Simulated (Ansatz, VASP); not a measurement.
CdS: VASP beside Ansatz

File POSCAR:

```
CdS
1.0
    0.0000000000      2.9389154368      2.9389154368
    2.9389154368      0.0000000000      2.9389154368
    2.9389154368      2.9389154368      0.0000000000
Cd S
1 1
Direct
    0.0000000000      0.0000000000      0.0000000000
    0.7500000000      0.7500000000      0.7500000000
```

File INCAR.step1:

```
SYSTEM = CdS
ALGO     = Normal         ! electronic algorithm
EDIFF    = 1E-4           ! SCF threshold, eV
ENCUT    = 520            ! plane-wave cutoff, eV
GGA      = PE             ! functional
ISMEAR   = 0              ! smearing method
LASPH    = .TRUE.         ! aspherical terms in the spheres
LCHARG   = .FALSE.        ! write CHGCAR
LREAL    = .FALSE.        ! projectors in reciprocal space
LWAVE    = .TRUE.         ! write WAVECAR
NBANDS   = 16             ! bands
NELM     = 60             ! most SCF steps
PREC     = Accurate       ! precision mode
SIGMA    = 0.05           ! smearing width, eV
```

Contents of INCAR.step2:

```
SYSTEM = CdS
ALGO     = Normal         ! electronic algorithm
EDIFF    = 1E-6           ! SCF threshold, eV
ENCUT    = 520            ! plane-wave cutoff, eV
ISIF     = 2              ! what is computed and relaxed
ISMEAR   = 0              ! smearing method
ISTART   = 1            
LASPH    = .TRUE.         ! aspherical terms in the spheres
LCHARG   = .FALSE.        ! write CHGCAR
LMIXTAU  = .TRUE.       
LREAL    = .FALSE.        ! projectors in reciprocal space
LWAVE    = .FALSE.        ! write WAVECAR
METAGGA  = R2SCAN         ! meta-GGA
NBANDS   = 16             ! bands
NELM     = 60             ! most SCF steps
PREC     = Accurate       ! precision mode
SIGMA    = 0.05           ! smearing width, eV
```

KPOINTS

```
k-points
0
G
  8 8 8
  0 0 0
```

Input for Ansatz:

```yaml
crystal:
  lattice:
    - [0.0, 2.9389154368, 2.9389154368]
    - [2.9389154368, 0.0, 2.9389154368]
    - [2.9389154368, 2.9389154368, 0.0]
  atoms:
    - { symbol: Cd, position: [0.0, 0.0, 0.0] }
    - { symbol: S, position: [0.75, 0.75, 0.75] }
basis:
  ecutwfc: 500
  ecutrho_ratio: 4
kpoints:
  mp_grid: { grid: [8, 8, 8] }
hamiltonian:
  xc: r2scan
scf:
  occupations: { method: gaussian, width: 0.05 }
output:
  forces: true
  stress: true
  eigenvalues: true
```

Alike in both runs: task single point; functional r2SCAN; k mesh 8 × 8 × 8; occupations gaussian, width 0.05 eV; no spin polarisation.

|  | VASP | Ansatz |
| --- | --- | --- |
| version | VASP 6.6.1 | Ansatz 0.2.0 |
| potentials or method | VASP PAW PBE potentials, release 64 (Cd, S), cutoff 520 eV | scalar-relativistic, plane waves, PAW |
| valence electrons in the cell | 18 | 26 |

Ansatz gave:

- gap on the k mesh at the Fermi level (eV): 1.54
- least direct gap on the mesh (eV): 1.54
- pressure (GPa): 0.0

**Question.** Estimate VASP's values.

**Answer.** gap on the k mesh at the Fermi level (eV): 1.54; least direct gap on the mesh (eV): 1.54; pressure (GPa): 0.3.

VASP's potentials were made for PBE, not for r2SCAN. VASP's potentials hold 18 valence electrons a cell and Ansatz's 26, so a difference there can come from the potentials and not from the codes.
